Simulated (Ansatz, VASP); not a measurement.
**Nb2B3C: VASP beside Ansatz**

```xyz
6
Lattice="3.1743 0.0000 0.0000 0.0000 3.1743 0.0000 0.0000 0.0000 6.0488" Properties=species:S:1:pos:R:3 pbc="T T T"
Nb    1.5871    0.0000    4.2426
Nb    0.0000    1.5871    1.8062
B     1.5871    0.0000    1.9299
B     0.0000    1.5871    4.1189
B     0.0000    0.0000    0.0000
C     1.5871    1.5871    0.0000
```

Change from the starting cell: species swapped into the Hf2GaSb3 type (P-4m2, No. 115).

Alike in both runs: task relaxation of cell and atoms; functional PBE; k mesh 12 × 12 × 6; occupations gaussian, width 0.1 eV; no spin polarisation.

|  | VASP | Ansatz |
| --- | --- | --- |
| version | VASP 6.6.1 | Ansatz 0.2.0 |
| potentials or method | VASP PAW PBE potentials, release 64 (Nb_sv, B, C), cutoff 600 eV | scalar-relativistic, plane waves, PAW |
| valence electrons in the cell | 39 | 39 |

```tsv
	VASP	Ansatz	Ansatz less VASP
gap on the k mesh at the Fermi level, each at its own relaxed structure (eV)	none	none	-
relaxed volume (Å³/atom)	10.16	10.18	+0.016
relaxed cell length with the largest relative difference (Å)	3.169	3.171	+0.0020
```

A gap of «none» marks a metal or a gap that the smearing closes.
